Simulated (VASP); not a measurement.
# Rh (P6_3/mmc) in VASP: a series of runs, part 2 of 2

VASP 6.6.1. Earlier steps stand in the parts before.

**3. Relaxation of cell and atoms, r2SCAN, target pressure -2 GPa, at which the enthalpy is minimised**

Input file POSCAR:

```
Rh
1.0
    2.6917450000      0.0000000000      0.0000000000
   -1.3458720000      2.3311190000      0.0000000000
    0.0000000000      0.0000000000      8.7980700000
Rh
4
Direct
    0.0000000000      0.0000000000      0.0000000000
    0.3333333333      0.6666666667      0.2500000000
    0.0000000000      0.0000000000      0.5000000000
    0.6666666667      0.3333333333      0.7500000000
```

Input file INCAR.step1:

```
SYSTEM = Rh
PREC = Accurate ; ENCUT = 600
ISMEAR = 1 ; SIGMA = 0.3
LREAL = .FALSE. ; LASPH = .TRUE.
NELM = 80 ; GGA = PE
ALGO = Normal ; EDIFF = 1E-4
LWAVE = .TRUE. ; LCHARG = .FALSE.
```

Input file INCAR.step2:

```
SYSTEM = Rh
PREC = Accurate ; ENCUT = 600
EDIFF = 1E-6 ; ISMEAR = 1
SIGMA = 0.3 ; LREAL = .FALSE.
LASPH = .TRUE. ; NELM = 80
ALGO = Normal ; ISIF = 3
LWAVE = .FALSE. ; LCHARG = .FALSE.
METAGGA = R2SCAN ; LMIXTAU = .TRUE.
IBRION = 2 ; NSW = 80
EDIFFG = -0.01 ; PSTRESS = -20.0
ISTART = 1
```

Input file KPOINTS:

```
Automatic mesh
0
G
  7 7 2
  0 0 0
```

Potentials or basis: VASP PAW PBE potentials, release 64 (Rh_pv).

On the command line:

```bash
> cat potpaw_PBE.64/Rh_pv/POTCAR > POTCAR
> cp INCAR.step1 INCAR
> mpirun -np 1 vasp_std > vasp.out
> cp INCAR.step2 INCAR
> mpirun -np 1 vasp_std > vasp.out
```

OUTCAR:

```text
SYSTEM = Rh
   PREC = Accurate
   ENCUT = 600
   EDIFF = 1E-6
   ISMEAR = 1
   LREAL = .FALSE.
   LASPH = .TRUE.
   NELM = 80
   ISIF = 3
   METAGGA = R2SCAN
   IBRION = 2
   NSW = 80
   EDIFFG = -0.01
   PSTRESS = -20.0
   ISTART = 1

 ion  position               nearest neighbor table
   1  0.000  0.000  0.000-   2 2.69   4 2.69   4 2.69   2 2.69   4 2.69   2 2.69
   2  0.333  0.667  0.250-   1 2.69   3 2.69   1 2.69   3 2.69   1 2.69   3 2.69
   3  0.000  0.000  0.500-   2 2.69   4 2.69   4 2.69   2 2.69   4 2.69   2 2.69
   4  0.667  0.333  0.750-   1 2.69   3 2.69   1 2.69   3 2.69   1 2.69   3 2.69

  LATTYP: Found a hexagonal cell.
 ALAT       =     2.6917450000
 C/A-ratio  =     3.2685376958

  Lattice vectors:

 A1 = (   2.6917450000,   0.0000000000,   0.0000000000)
 A2 = (  -1.3458720000,   2.3311190000,   0.0000000000)
 A3 = (   0.0000000000,   0.0000000000,   8.7980700000)

Analysis of symmetry for initial positions (statically):
=====================================================================
 Subroutine PRICEL returns:
 Original cell was already a primitive cell.

 Routine SETGRP: Setting up the symmetry group for a
 hexagonal supercell.

 Subroutine GETGRP returns: Found 24 space group operations
 (whereof 12 operations were pure point group operations)
 out of a pool of 24 trial point group operations.

The static configuration has the point symmetry D_3d.
 The point group associated with its full space group is D_6h.

Analysis of symmetry for dynamics (positions and initial velocities):
=====================================================================
 Subroutine PRICEL returns:
 Original cell was already a primitive cell.

 Routine SETGRP: Setting up the symmetry group for a
 hexagonal supercell.

 Subroutine GETGRP returns: Found 24 space group operations
 (whereof 12 operations were pure point group operations)
 out of a pool of 24 trial point group operations.

[... 101 lines left out ...]
   NFREE  =      1    steps in history (QN), initial steepest desc. (CG)
   ISIF   =      3    stress and relaxation
   ISYM   =      2    0-nonsym 1-usesym 2-fastsym
   POTIM  = 0.5000    time-step for ionic-motion
   TEBEG  =    0.0;   TEEND  =   0.0 temperature during run
   PSTRESS=  -20.0 pullay stress
   NELECT =      60.0000    total number of electrons
   NUPDOWN=      -1.0000    fix difference up-down
   EMIN   =  10.00;   EMAX   =-10.00  energy-range for DOS
   EFERMI =   0.00;   METHOD = LEGACY
   ISMEAR =     1;   SIGMA  =   0.30  broadening in eV -4-tet -1-fermi 0-gaus
   EFERMI_NEDOS =   21; number of points for ismear=-14 and -15
   IALGO  =     38    algorithm
   IMIX   =      4    mixing-type and parameters
     AMIX     =   0.40;   BMIX     =  1.00
     AMIX_MAG =   1.60;   BMIX_MAG =  1.00
  volume/ion in A,a.u.               =      13.80        93.14
  Fermi-wavevector in a.u.,A,eV,Ry     =   1.683178  3.180745 38.546495  2.833087
  Thomas-Fermi vector in A             =   2.766425
   LORBIT       =      0    0 simple, 1 ext, 2 COOP (PROOUT), +10 PAW based schemes
   METAGGA = R2SCAN    functional components
   LHFCALC =     F    Hartree Fock is set to
   AEXX    =    0.0000 exact exchange contribution
   IVDW    =     0    specifies the selected vdW correction
   LEPSILON=     F    determine dielectric tensor
   LRPA    =     F    only Hartree local field effects (RPA)
 conjugate gradient relaxation of ions
 non-spin polarized calculation
 Methfessel and Paxton  Order N= 1 SIGMA  =   0.30
  energy-cutoff  :      600.00
  volume of cell :       55.21
 maximum number of plane-waves:      1895
 NGX is ok and might be reduce to    24
   NGX = 11   NGY = 11   NGZ = 35

--------------------------------------- Ionic step        1  -------------------------------------------

 number of electron      59.9999981 magnetization

 Free energy of the ion-electron system (eV)
  ---------------------------------------------------
  ext. energy  EPLUGINS =         0.00000000
  ---------------------------------------------------
  free energy    TOTEN  =       -96.57646641 eV

  energy without entropy =      -96.58458064  energy(sigma->0) =      -96.57917115

------------------------ aborting loop because EDIFF is reached ----------------------------------------

  FORCE on cell =-STRESS in cart. coord.  units (eV):
  Direction    XX          YY          ZZ          XY          YZ          ZX
  --------------------------------------------------------------------------------------
  -------------------------------------------------------------------------------------
  Total       -0.7584471     -0.7584467      0.9444834     -0.0000002      0.0000000      0.0000000
  in kB      -22.0115236    -22.0115132     27.4106373     -0.0000047      0.0000000      0.0000000
  external PRESSURE =      14.4625335 kB  Pullay stress =     -20.0000000 kB
[... 147 lines left out ...]
--------------------------------------- Ionic step        5  -------------------------------------------

 number of electron      59.9999993 magnetization

 Free energy of the ion-electron system (eV)
  ---------------------------------------------------
  ext. energy  EPLUGINS =         0.00000000
  ---------------------------------------------------
  free energy    TOTEN  =       -96.58170376 eV

  energy without entropy =      -96.59190277  energy(sigma->0) =      -96.58510343

 E-fermi :  11.6308     XC(G=0): -15.1277

 val. band max:       11.6013523029   @ k =   0.1429   0.1429   0.0000
 cond. band min:      11.6713751484   @ k =   0.1429   0.0000   0.0000
 fundamental gap:      0.0700228455
 Fermi energy:        11.6307698582

 k-point     1 :       0.0000    0.0000    0.0000
  band No.  band energies     occupation
      1     -36.9046      2.00000
      2     -36.5659      2.00000
      3     -36.5192      2.00000
      4     -36.2864      2.00000
      5     -36.2864      2.00000
      6     -36.2572      2.00000
[... 648 lines left out ...]
  energy  without entropy=      -96.5919027731  energy(sigma->0) =      -96.58510343

  enthalpy is  TOTEN    =       -97.2745240358 eV   P V=       -0.6928202748

 reached required accuracy - stopping structural energy minimisation
```

OSZICAR.step1:

```text
N       E                     dE             d eps       ncg     rms          rms(c)
DAV:   1     0.822399572071E+03    0.82240E+03   -0.40331E+04  1168   0.214E+03
DAV:   2    -0.209153529799E+01   -0.82449E+03   -0.80732E+03  1200   0.635E+02
DAV:   3    -0.306546133168E+02   -0.28563E+02   -0.27448E+02  1188   0.123E+02
DAV:   4    -0.310058532869E+02   -0.35124E+00   -0.35045E+00  1208   0.135E+01
DAV:   5    -0.310110549857E+02   -0.52017E-02   -0.52014E-02  1204   0.169E+00    0.202E+01
DAV:   6    -0.291149057438E+02    0.18961E+01   -0.64010E+00  1172   0.194E+01    0.707E+00
DAV:   7    -0.290567570273E+02    0.58149E-01   -0.15443E-01  1184   0.283E+00    0.298E+00
DAV:   8    -0.290928303168E+02   -0.36073E-01   -0.19668E-01  1188   0.648E+00    0.191E+00
DAV:   9    -0.290443633440E+02    0.48467E-01   -0.13776E-01  1188   0.427E+00    0.330E-01
DAV:  10    -0.290443700693E+02   -0.67253E-05   -0.34546E-03  1176   0.447E-01    0.397E-02
DAV:  11    -0.290443552220E+02    0.14847E-04   -0.35957E-05   600   0.769E-02
   1 F= -.29044355E+02 E0= -.29045005E+02  d E =0.194923E-02
```

It took 16 min on 1 thread of Intel Xeon 8259CL, shared host; peak memory 0.2 GiB.

What came out:

* Free energy: -96.5817 eV
* Relaxed volume: 13.88 Å³/atom
* Relaxed cell: a = 2.684 Å, b = 2.684 Å, c = 8.893 Å, α = 90.00°, β = 90.00°, γ = 120.00°
* Space group after relaxing (to 0.1 Å): P6_3/mmc (No. 194)
* Energy change on relaxing (the run minimises the enthalpy): -1.3 meV/atom
* Ionic steps: 5
* Pressure after relaxing: -2.0 GPa
* Band gap on the k mesh: zero (bands 30 and 31 overlap by 1.76 eV)

Step by step:
```tsv
step	energy change (eV)	largest force (eV/Å)	pressure (GPa)	volume (Å³)
1	0.0000	0.0000	-0.55	55.21
2	0.0128	0.0000	-5.25	56.20
3	-0.0017	0.0000	-2.98	55.69
4	-0.0064	0.0000	-0.68	55.24
5	-0.0052	0.0000	-2.02	55.50
```

Final structure:
```
Rh
1.0
     2.68442    0.00000    0.00000
    -1.34221    2.32478    0.00000
     0.00000    0.00000    8.89341
Rh
4
Cartesian
  0.0000 0.0000 0.0000
  0.0000 1.5499 2.2234
  0.0000 0.0000 4.4467
  1.3422 0.7749 6.6701
```

Caveat: the k points lie up to 0.39 Å⁻¹ apart in the final cell, too coarse for converged energies and pressures of a metal; the cell is relaxed towards a set pressure, so the run minimises the enthalpy, not the energy; the highest band is partly filled, so the run has too few bands; the PAW data sets were made with another functional, which shifts forces and pressure a little.

**4. Relaxation of cell and atoms, r2SCAN**

POSCAR is that of step 3.

Input file INCAR.step1:

```
SYSTEM = Rh
PREC     = Accurate       ! precision mode
ENCUT    = 600            ! plane-wave cutoff, eV
ISMEAR   = 1              ! smearing method
SIGMA    = 0.3            ! smearing width, eV
LREAL    = .False.        ! projectors in reciprocal space
LASPH    = .True.         ! aspherical terms in the spheres
NELM     = 60             ! most SCF steps
GGA      = PE             ! functional
ALGO     = Normal         ! electronic algorithm
EDIFF    = 1E-4           ! SCF threshold, eV
LWAVE    = .True.         ! write WAVECAR
LCHARG   = .False.        ! write CHGCAR
```

Input file INCAR.step2:

```
SYSTEM = Rh
PREC     = Accurate       ! precision mode
ENCUT    = 600            ! plane-wave cutoff, eV
EDIFF    = 1E-6           ! SCF threshold, eV
ISMEAR   = 1              ! smearing method
SIGMA    = 0.3            ! smearing width, eV
LREAL    = .False.        ! projectors in reciprocal space
LASPH    = .True.         ! aspherical terms in the spheres
NELM     = 60             ! most SCF steps
ALGO     = Normal         ! electronic algorithm
ISIF     = 3              ! what is computed and relaxed
LWAVE    = .False.        ! write WAVECAR
LCHARG   = .False.        ! write CHGCAR
METAGGA  = R2SCAN         ! meta-GGA
LMIXTAU  = .True.       
IBRION   = 2              ! ionic algorithm
NSW      = 80             ! ionic steps
EDIFFG   = -0.01          ! ionic threshold
ISTART   = 1
```

Input file KPOINTS:

```
regular mesh
0
Gamma
  7 7 2
  0 0 0
```

Potentials or basis: VASP PAW PBE potentials, release 64 (Rh_pv).

On the command line:

```bash
> cat potpaw_PBE.64/Rh_pv/POTCAR > POTCAR
> cp INCAR.step1 INCAR
> mpirun -np 1 vasp_std > vasp.out
> cp INCAR.step2 INCAR
> mpirun -np 1 vasp_std > vasp.out
```

OUTCAR:

```text
SYSTEM = Rh
   PREC = Accurate
   ENCUT = 600
   EDIFF = 1E-6
   ISMEAR = 1
   LREAL = .False.
   LASPH = .True.
   NELM = 60
   ISIF = 3
   METAGGA = R2SCAN
   IBRION = 2
   NSW = 80
   EDIFFG = -0.01
   ISTART = 1

 ion  position               nearest neighbor table
   1  0.000  0.000  0.000-   2 2.69   4 2.69   4 2.69   2 2.69   4 2.69   2 2.69
   2  0.333  0.667  0.250-   1 2.69   3 2.69   1 2.69   3 2.69   1 2.69   3 2.69
   3  0.000  0.000  0.500-   2 2.69   4 2.69   4 2.69   2 2.69   4 2.69   2 2.69
   4  0.667  0.333  0.750-   1 2.69   3 2.69   1 2.69   3 2.69   1 2.69   3 2.69

  LATTYP: Found a hexagonal cell.
 ALAT       =     2.6917450000
 C/A-ratio  =     3.2685376958

  Lattice vectors:

 A1 = (   2.6917450000,   0.0000000000,   0.0000000000)
 A2 = (  -1.3458720000,   2.3311190000,   0.0000000000)
 A3 = (   0.0000000000,   0.0000000000,   8.7980700000)

Analysis of symmetry for initial positions (statically):
=====================================================================
 Subroutine PRICEL returns:
 Original cell was already a primitive cell.

 Routine SETGRP: Setting up the symmetry group for a
 hexagonal supercell.

[... 153 lines left out ...]
   NGX = 11   NGY = 11   NGZ = 35

--------------------------------------- Ionic step        1  -------------------------------------------

 number of electron      59.9999981 magnetization

 Free energy of the ion-electron system (eV)
  ---------------------------------------------------
  ext. energy  EPLUGINS =         0.00000000
  ---------------------------------------------------
  free energy    TOTEN  =       -96.57646641 eV

  energy without entropy =      -96.58458064  energy(sigma->0) =      -96.57917115

------------------------ aborting loop because EDIFF is reached ----------------------------------------

  FORCE on cell =-STRESS in cart. coord.  units (eV):
  Direction    XX          YY          ZZ          XY          YZ          ZX
  --------------------------------------------------------------------------------------
  -------------------------------------------------------------------------------------
  Total       -0.7584471     -0.7584467      0.9444834     -0.0000002      0.0000000      0.0000000
  in kB      -22.0115236    -22.0115132     27.4106373     -0.0000047      0.0000000      0.0000000
  external PRESSURE =      -5.5374665 kB  Pullay stress =       0.0000000 kB
[... 139 lines left out ...]
--------------------------------------- Ionic step        5  -------------------------------------------

 number of electron      59.9999994 magnetization

 Free energy of the ion-electron system (eV)
  ---------------------------------------------------
  ext. energy  EPLUGINS =         0.00000000
  ---------------------------------------------------
  free energy    TOTEN  =       -96.58429445 eV

  energy without entropy =      -96.59462216  energy(sigma->0) =      -96.58773702

 E-fermi :  11.7661     XC(G=0): -15.1826

 val. band max:       11.7363318026   @ k =   0.1429   0.1429   0.0000
 cond. band min:      11.8069708975   @ k =   0.1429   0.0000   0.0000
 fundamental gap:      0.0706390949
 Fermi energy:        11.7660941892

 k-point     1 :       0.0000    0.0000    0.0000
  band No.  band energies     occupation
      1     -36.8029      2.00000
      2     -36.4550      2.00000
      3     -36.4079      2.00000
      4     -36.1676      2.00000
      5     -36.1676      2.00000
      6     -36.1375      2.00000
[... 644 lines left out ...]
  FREE ENERGIE OF THE ION-ELECTRON SYSTEM (eV)
  ---------------------------------------------------
  free  energy   TOTEN  =       -96.5842944533 eV

  energy  without entropy=      -96.5946221612  energy(sigma->0) =      -96.58773702

 reached required accuracy - stopping structural energy minimisation
```

OSZICAR.step1:

```text
N       E                     dE             d eps       ncg     rms          rms(c)
DAV:   1     0.822399572071E+03    0.82240E+03   -0.40331E+04  1168   0.214E+03
DAV:   2    -0.209153529799E+01   -0.82449E+03   -0.80732E+03  1200   0.635E+02
DAV:   3    -0.306546133168E+02   -0.28563E+02   -0.27448E+02  1188   0.123E+02
DAV:   4    -0.310058532869E+02   -0.35124E+00   -0.35045E+00  1208   0.135E+01
DAV:   5    -0.310110549857E+02   -0.52017E-02   -0.52014E-02  1204   0.169E+00    0.202E+01
DAV:   6    -0.291149057438E+02    0.18961E+01   -0.64010E+00  1172   0.194E+01    0.707E+00
DAV:   7    -0.290567570273E+02    0.58149E-01   -0.15443E-01  1184   0.283E+00    0.298E+00
DAV:   8    -0.290928303168E+02   -0.36073E-01   -0.19668E-01  1188   0.648E+00    0.191E+00
DAV:   9    -0.290443633440E+02    0.48467E-01   -0.13776E-01  1188   0.427E+00    0.330E-01
DAV:  10    -0.290443700693E+02   -0.67253E-05   -0.34546E-03  1176   0.447E-01    0.397E-02
DAV:  11    -0.290443552220E+02    0.14847E-04   -0.35957E-05   600   0.769E-02
   1 F= -.29044355E+02 E0= -.29045005E+02  d E =0.194923E-02
```

Run time: 14 min. Hardware: 1 thread of Intel Xeon 8259CL, shared host; peak memory 0.2 GiB.

What came out:

```
Free energy                           : -96.5843 eV
Relaxed volume                        : 13.77 Å³/atom
Relaxed cell                          : a = 2.678 Å, b = 2.678 Å, c = 8.870 Å, α = 90.00°, β = 90.00°, γ = 120.00°
Space group after relaxing (to 0.1 Å) : P6_3/mmc (No. 194)
Energy gained by relaxing             : 2.0 meV/atom
Ionic steps                           : 5
Pressure after relaxing               : 0.0 GPa
Band gap on the k mesh                : zero (bands 30 and 31 overlap by 1.79 eV)
```

Step by step:
```
step  energy change (eV)  largest force (eV/Å)  pressure (GPa)  volume (Å³)
   1              0.0000                0.0000           -0.55        55.21
   2             -0.0041                0.0000            1.51        54.82
   3             -0.0076                0.0000            0.63        54.97
   4             -0.0067                0.0000           -1.24        55.34
   5             -0.0078                0.0000            0.02        55.10
```

Final structure:
```
Rh
1.0
     2.67812    0.00000    0.00000
    -1.33906    2.31932    0.00000
     0.00000    0.00000    8.86996
Rh
4
Direct
  0.00000 0.00000 0.00000
  0.33333 0.66667 0.25000
  0.00000 0.00000 0.50000
  0.66667 0.33333 0.75000
```

Caveat: the k points lie up to 0.39 Å⁻¹ apart in the final cell, too coarse for converged energies and pressures of a metal; the highest band is partly filled, so the run has too few bands; the PAW data sets were made with another functional, which shifts forces and pressure a little.

**5. Overview**

```tsv
task	cell	cutoff (eV)	gap on the mesh (eV)	pressure (GPa)
single point	a = 2.684, b = 2.684, c = 8.865 Å, angles 90.0, 90.0, 120.0°, 4 atoms	520	none	-0.9
relaxation of cell and atoms	relaxed to -2 GPa from a = 2.692, b = 2.692, c = 8.798 Å, angles 90.0, 90.0, 120.0°, 4 atoms	600	none	-2.0
relaxation of cell and atoms	relaxed from a = 2.692, b = 2.692, c = 8.798 Å, angles 90.0, 90.0, 120.0°, 4 atoms	600	none	0.0
```

Alike in all rows: level r2SCAN; potentials or basis VASP PAW PBE potentials, release 64 (Rh_pv); no spin polarisation; k mesh 7 × 7 × 2; smearing methfessel-paxton 0.3 eV.

Caveats: all runs use coarse meshes; the PAW data sets were made with another functional, which shifts forces and pressure a little; the highest band is partly filled, so the run has too few bands (at least some runs); the cell is relaxed towards a set pressure, so the run minimises the enthalpy, not the energy (at least some runs).

Absolute energies hang on the potentials; compare differences alone.

The gap in the log of VASP goes by the Fermi energy; the results here count the filled bands.